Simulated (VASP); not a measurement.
# Ta (Cmcm) in VASP: single point with PBEsol

Aim: the single point of Ta with PBEsol.

Everything below comes from runs of VASP 6.6.1. Logs are shortened: lines on timing, memory, paths and dates and some standing lists are left out, and cuts for length are marked.

### 1 The cell of the first run

The structure is orthorhombic, space group Cmcm (No. 63). The conventional cell has a = 3.303 Å, b = 4.671 Å, c = 4.671 Å, α = 90.00°, β = 90.00°, γ = 90.00°. Ta (site symmetry m2m) has 14 Ta at 2.86 to 3.41 Å within 3.8 Å.

### 2 Single point, PBEsol (atoms displaced along a vibrational mode)

INCAR

```
PREC = Accurate
ENCUT = 520
EDIFF = 1E-6
ISMEAR = 0
SIGMA = 0.15
LREAL = False
LASPH = True
NELM = 100
ALGO = Fast
ISIF = 2
LWAVE = False
LCHARG = False
GGA = PS
NBANDS = 18
```

KPOINTS

```
Automatic mesh
0
Gamma
  18 18 10
```

POSCAR

```
Ta
1.0
   -1.6512800000      1.6512800000      1.6512800000
    1.6512800000     -1.6512800000      1.6512800000
    3.3025600000      3.3025600000      0.0000000000
Ta
2
Direct
    0.0160581514     -0.0160581514      0.0000000000
    0.4839418486      0.5160581514      0.5000000000
```

Potentials or basis: VASP PAW PBE potentials, release 64 (Ta_pv).

On the command line:

```sh
> cat potpaw_PBE.64/Ta_pv/POTCAR > POTCAR
> mpirun -np 1 vasp_std > vasp.out
```

OUTCAR:

```text
PREC = Accurate
   ENCUT = 520
   EDIFF = 1E-6
   ISMEAR = 0
   LREAL = False
   LASPH = True
   NELM = 100
   ISIF = 2
   GGA = PS

 ion  position               nearest neighbor table
   1  0.016  0.984  0.000-   2 2.86   2 2.86   2 2.86   2 2.86   2 3.20   2 3.20   2 3.41   2 3.41

   2  0.484  0.516  0.500-   1 2.86   1 2.86   1 2.86   1 2.86   1 3.20   1 3.20   1 3.41   1 3.41

  LATTYP: Found a base centered orthorhombic cell.
 ALAT       =     3.3025600000
 B/A-ratio  =     1.4142135624
 C/A-ratio  =     1.4142135624

  Lattice vectors:

 A1 = (  -1.6512800000,   1.6512800000,   1.6512800000)
 A2 = (   1.6512800000,  -1.6512800000,   1.6512800000)
 A3 = (   3.3025600000,   3.3025600000,   0.0000000000)

Analysis of symmetry for initial positions (statically):
=====================================================================
 Subroutine PRICEL returns:
 Original cell was already a primitive cell.

 Routine SETGRP: Setting up the symmetry group for a
 base centered orthorhombic supercell.

 Subroutine GETGRP returns: Found  8 space group operations
 (whereof  4 operations were pure point group operations)
 out of a pool of  8 trial point group operations.

The static configuration has the point symmetry C_2v.
 The point group associated with its full space group is D_2h.

Analysis of symmetry for dynamics (positions and initial velocities):
=====================================================================
 Subroutine PRICEL returns:
 Original cell was already a primitive cell.

 Routine SETGRP: Setting up the symmetry group for a
 base centered orthorhombic supercell.

 Subroutine GETGRP returns: Found  8 space group operations
 (whereof  4 operations were pure point group operations)
 out of a pool of  8 trial point group operations.

The dynamic configuration has the point symmetry C_2v.
 The point group associated with its full space group is D_2h.

 Subroutine INISYM returns: Found  8 space group operations
 (whereof  4 operations are pure point group operations),
 and found     1 'primitive' translations

----------------------------------------------------------------------------------------

                                     Primitive cell

  volume of cell :      36.0207

  direct lattice vectors                    reciprocal lattice vectors
    -1.651280000  1.651280000  1.651280000    -0.151397704  0.151397704  0.302795407
     1.651280000 -1.651280000  1.651280000     0.151397704 -0.151397704  0.302795407
     3.302560000  3.302560000  0.000000000     0.151397704  0.151397704  0.000000000

  length of vectors
     2.860100858  2.860100858  4.670525143     0.370847122  0.370847122  0.214108686

  position of ions in fractional coordinates (direct lattice)
     0.016058151  0.983941849  0.000000000
     0.483941849  0.516058151  0.500000000

  ion indices of the primitive-cell ions
   primitive index   ion index
                 1           1
                 2           2

----------------------------------------------------------------------------------------

 KPOINTS: Automatic mesh

Automatic generation of k-mesh.
 Grid dimensions read from file:
 generate k-points for:   18   18   10

 Generating k-lattice:

  Cartesian coordinates                     Fractional coordinates (reciprocal lattice)
    -0.008410984  0.008410984  0.016821967     0.055555556  0.000000000  0.000000000
     0.008410984 -0.008410984  0.016821967     0.000000000  0.055555556  0.000000000
     0.015139770  0.015139770  0.000000000     0.000000000  0.000000000  0.100000000

  Length of vectors
     0.020602618  0.020602618  0.021410869

  Shift w.r.t. Gamma in fractional coordinates (k-lattice)
     0.000000000  0.000000000  0.000000000

 Subroutine IBZKPT returns following result:
 ===========================================

 Found    546 irreducible k-points:

 Following reciprocal coordinates:
            Coordinates               Weight
  0.000000  0.000000  0.000000      1.000000
  0.055556  0.000000  0.000000      4.000000
  0.111111  0.000000  0.000000      4.000000
  0.166667  0.000000  0.000000      4.000000
  0.222222  0.000000  0.000000      4.000000
  0.277778  0.000000  0.000000      4.000000
[... 16 lines left out ...]
 -0.277778  0.055556  0.000000      4.000000
 -0.222222  0.055556  0.000000      4.000000
 [... further k-points ...]
   k-points           NKPTS =    546   k-points in BZ     NKDIM =    546   number of bands    NBANDS=     18
   number of dos      NEDOS =    301   number of ions     NIONS =      2
   total plane-waves  NPLWV =  20736
   dimension x,y,z NGX =    24 NGY =   24 NGZ =   36
   dimension x,y,z NGXF=    48 NGYF=   48 NGZF=   72
   ions per type =               2
   NGX,Y,Z   is equivalent  to a cutoff of  13.95, 13.95, 12.81 a.u.
   NGXF,Y,Z  is equivalent  to a cutoff of  27.90, 27.90, 25.63 a.u.
 SYSTEM =  unknown system
   PREC   = accura    normal or accurate (medium, high low for compatibility)
   ISTART =      0    job   : 0-new  1-cont  2-samecut
   ICHARG =      2    charge: 1-file 2-atom 10-const
   ISPIN  =      1    spin polarized calculation?
   LNONCOLLINEAR =      F non collinear calculations
   LSORBIT =      F    spin-orbit coupling
   LASPH  =      T    aspherical Exc in radial PAW
   ENCUT  =  520.0 eV  38.22 Ry    6.18 a.u.   5.32  5.32  8.68*2*pi/ulx,y,z
   NELM   =    100;   NELMIN=  2; NELMDL= -5     # of ELM steps
   EDIFF  = 0.1E-05   stopping-criterion for ELM
   LREAL  =      F    real-space projection
   EDIFFG = 0.1E-04   stopping-criterion for IOM
   NSW    =      0    number of steps for IOM
   IBRION =     -1    ionic relax: 0-MD 1-quasi-New 2-CG
   NFREE  =      0    steps in history (QN), initial steepest desc. (CG)
   ISIF   =      2    stress and relaxation
   ISYM   =      2    0-nonsym 1-usesym 2-fastsym
   POTIM  = 0.5000    time-step for ionic-motion
   TEBEG  =    0.0;   TEEND  =   0.0 temperature during run
   PSTRESS=    0.0 pullay stress
   NELECT =      22.0000    total number of electrons
   NUPDOWN=      -1.0000    fix difference up-down
   EMIN   =  10.00;   EMAX   =-10.00  energy-range for DOS
   EFERMI =   0.00;   METHOD = LEGACY
   ISMEAR =     0;   SIGMA  =   0.15  broadening in eV -4-tet -1-fermi 0-gaus
   EFERMI_NEDOS =   21; number of points for ismear=-14 and -15
   IALGO  =     68    algorithm
   IMIX   =      4    mixing-type and parameters
     AMIX     =   0.40;   BMIX     =  1.00
     AMIX_MAG =   1.60;   BMIX_MAG =  1.00
  volume/ion in A,a.u.               =      18.01       121.54
  Fermi-wavevector in a.u.,A,eV,Ry     =   1.388988  2.624806 26.249534  1.929286
  Thomas-Fermi vector in A             =   2.513061
   LORBIT       =      0    0 simple, 1 ext, 2 COOP (PROOUT), +10 PAW based schemes
   GGA     = PS    functional components
   LHFCALC =     F    Hartree Fock is set to
   AEXX    =    0.0000 exact exchange contribution
   IVDW    =     0    specifies the selected vdW correction
   LEPSILON=     F    determine dielectric tensor
   LRPA    =     F    only Hartree local field effects (RPA)
 non-spin polarized calculation
 RMM-DIIS sequential band-by-band and
 Gauss-broadening in eV      SIGMA  =   0.15
  energy-cutoff  :      520.00
  volume of cell :       36.02
 maximum number of plane-waves:       992
 NGX is ok and might be reduce to    24
   NGX = 11   NGY = 11   NGZ = 17

 number of electron      22.0000001 magnetization

 Free energy of the ion-electron system (eV)
  ---------------------------------------------------
  ext. energy  EPLUGINS =         0.00000000
  ---------------------------------------------------
  free energy    TOTEN  =       -25.07912282 eV

  energy without entropy =      -25.04866198  energy(sigma->0) =      -25.06389240

 E-fermi :   5.3612     XC(G=0): -12.7280

 val. band max:        5.3583952793   @ k =  -0.3333   0.1667   0.2000
 cond. band min:       5.3613016153   @ k =   0.3333   0.1111   0.1000
 fundamental gap:      0.0029063360
 Fermi energy:         5.3612186425

 k-point     1 :       0.0000    0.0000    0.0000
  band No.  band energies     occupation
      1     -28.8800      2.00000
      2     -28.0794      2.00000
      3     -27.7160      2.00000
      4     -27.7061      2.00000
      5     -27.7001      2.00000
      6     -27.6978      2.00000
[... 10 lines left out ...]
     17      10.2890      0.00000
     18      12.9709      0.00000

 k-point     2 :       0.0556    0.0000    0.0000
  band No.  band energies     occupation
      1     -28.8686      2.00000
      2     -28.0901      2.00000
      3     -27.7334      2.00000
      4     -27.7313      2.00000
      5     -27.7061      2.00000
      6     -27.7023      2.00000
[... 10 lines left out ...]
     17      10.3933      0.00000
     18      13.1103      0.00000

 k-point     3 :       0.1111    0.0000    0.0000
  band No.  band energies     occupation
      1     -28.8349      2.00000
      2     -28.1257      2.00000
      3     -27.8171      2.00000
      4     -27.7705      2.00000
      5     -27.7243      2.00000
      6     -27.7086      2.00000
[... 10 lines left out ...]
     17      10.5662      0.00000
     18      13.5446      0.00000

 k-point     4 :       0.1667    0.0000    0.0000
  band No.  band energies     occupation
      1     -28.7805      2.00000
      2     -28.1941      2.00000
      3     -27.9457      2.00000
      4     -27.8122      2.00000
      5     -27.7550      2.00000
      6     -27.7188      2.00000
[... 375 lines left out ...]
      4     -27.8711      2.00000
      5     -27.8674      2.00000
      6     -27.7697      2.00000
[... 10 lines left out ...]
     17      10.2460      0.00000
     18      14.4576      0.00000

 k-point    23 :      -0.2778    0.0556    0.0000
  band No.  band energies     occupation
      1     -28.6649      2.00000
      2     -28.3971      2.00000
      3     -28.2470      2.00000
      4     -27.8636      2.00000
      5     -27.8066      2.00000
      6     -27.7520      2.00000
[... 10 lines left out ...]
     17      10.5639      0.00000
     18      14.8925      0.00000

 k-point    24 :      -0.2222    0.0556    0.0000
  band No.  band energies     occupation
      1     -28.7428      2.00000
      2     -28.2796      2.00000
      3     -28.0864      2.00000
      4     -27.8480      2.00000
      5     -27.7597      2.00000
      6     -27.7371      2.00000
[... 10 lines left out ...]
     17      10.8552      0.00000
     18      14.6913      0.00000

 [... further k-points ...]

------------------------ aborting loop because EDIFF is reached ----------------------------------------

  FORCE on cell =-STRESS in cart. coord.  units (eV):
  Direction    XX          YY          ZZ          XY          YZ          ZX
  --------------------------------------------------------------------------------------
  -------------------------------------------------------------------------------------
  Total       -0.7789222     -0.7789222     -0.7650261      0.0160068      0.0000000      0.0000000
  in kB      -34.6459533    -34.6459533    -34.0278654      0.7119710      0.0000000      0.0000000
  external PRESSURE =     -34.4399240 kB  Pullay stress =       0.0000000 kB

 VOLUME and BASIS-vectors are now :
 -----------------------------------------------------------------------------
  energy-cutoff  :      520.00
  volume of cell :       36.02
      direct lattice vectors                 reciprocal lattice vectors
    -1.651280000  1.651280000  1.651280000    -0.151397704  0.151397704  0.302795407
     1.651280000 -1.651280000  1.651280000     0.151397704 -0.151397704  0.302795407
     3.302560000  3.302560000  0.000000000     0.151397704  0.151397704  0.000000000

 POSITION                                       TOTAL-FORCE (eV/Angst)
 -----------------------------------------------------------------------------------
      1.59825     -1.59825      1.65128         0.286231     -0.286231      0.000000
      1.70431      1.59825      1.65128        -0.286231      0.286231      0.000000
 -----------------------------------------------------------------------------------
    total drift:                                0.000000      0.000000      0.000000

  FREE ENERGIE OF THE ION-ELECTRON SYSTEM (eV)
  ---------------------------------------------------
  free  energy   TOTEN  =       -25.0791228238 eV

  energy  without entropy=      -25.0486619805  energy(sigma->0) =      -25.06389240
```

Wall time 2.1 min (1 thread of Intel Xeon 6975P-C (Granite Rapids), shared host); peak memory 0.38 GiB.

Results:

```
Free energy            : -25.0791 eV
Pressure               : -3.4 GPa
Largest force          : 0.405 eV/Å
Band gap on the k mesh : zero (bands 11 and 12 overlap by 2.79 eV)
```

Forces on the atoms (eV/Å):
```
Ta   0.286 -0.286  0.000
Ta  -0.286  0.286  0.000
```

Caveat: the cell differs from its parent crystal (atoms displaced along a vibrational mode); the cell stands under tension; the PAW data sets were made with another functional, which shifts forces and pressure a little; spin-orbit coupling is left out, which moves the levels of the heavy elements.
